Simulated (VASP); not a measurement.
**MgO: single point with PBEsol**

Crystal: MgO.

```
Mg O
1.0
     3.61708    0.00000    0.00000
    -1.80854    3.13249    0.00000
     0.00000    0.00000    3.90108
Mg O
2 2
Direct
  0.65860 0.31721 0.75000
  0.34140 0.68279 0.25000
  0.67260 0.34521 0.25000
  0.32740 0.65479 0.75000
```

This cell differs from its parent crystal: mode 5 frozen in at -0.049 Å, strain +e along z and -e/2 along x and y -0.0700.

| Property | Result |
| --- | --- |
| Program | VASP 6.6.1 |
| Task | single point |
| Functional | PBEsol |
| Potentials or basis | VASP PAW PBE potentials, release 64 (Mg, O) |
| Cutoff | 520 eV |
| k mesh | 9 × 9 × 6 |
| Occupations | gaussian, width 0.05 eV |
| Spin | no spin polarisation |

| Quantity | Value |
| --- | --- |
| Pressure | 4.1 GPa |
| Largest force | 0.384 eV/Å |
| Band gap on the k mesh | 3.39 eV, direct |

Forces on the atoms (eV/Å):
```
Mg   0.000  0.384  0.000
Mg   0.000 -0.384  0.000
O    0.000 -0.237  0.000
O    0.000  0.237  0.000
```

Stress tensor (GPa, compression positive):
```
-4.09  0.00  0.00
 0.00 -4.05  0.00
 0.00  0.00 20.36
```

Levels at points of the mesh, in eV from the valence-band top:
| k point | band 5 | band 6 | band 7 | band 8 | band 9 | band 10 | band 11 | band 12 |
| --- | --- | --- | --- | --- | --- | --- | --- | --- |
| (0.00, 0.00, 0.00) | -1.73 | -0.65 | -0.42 | 0.00 | 3.39 | 10.00 | 11.65 | 12.22 |
| (0.00, 0.00, 0.50) | -1.20 | -1.20 | -1.15 | -1.15 | 6.54 | 6.54 | 12.25 | 12.25 |

Run time: 23 s on 1 thread of Intel(R) Xeon(R) 6975P-C (Granite Rapids) (shared host), peak memory 0.19 GiB.

Caveat: the cell differs from its parent crystal (mode 5 frozen in at -0.049 Å, strain +e along z and -e/2 along x and y -0.0700); the PAW data sets were made with another functional, which shifts forces and pressure a little.
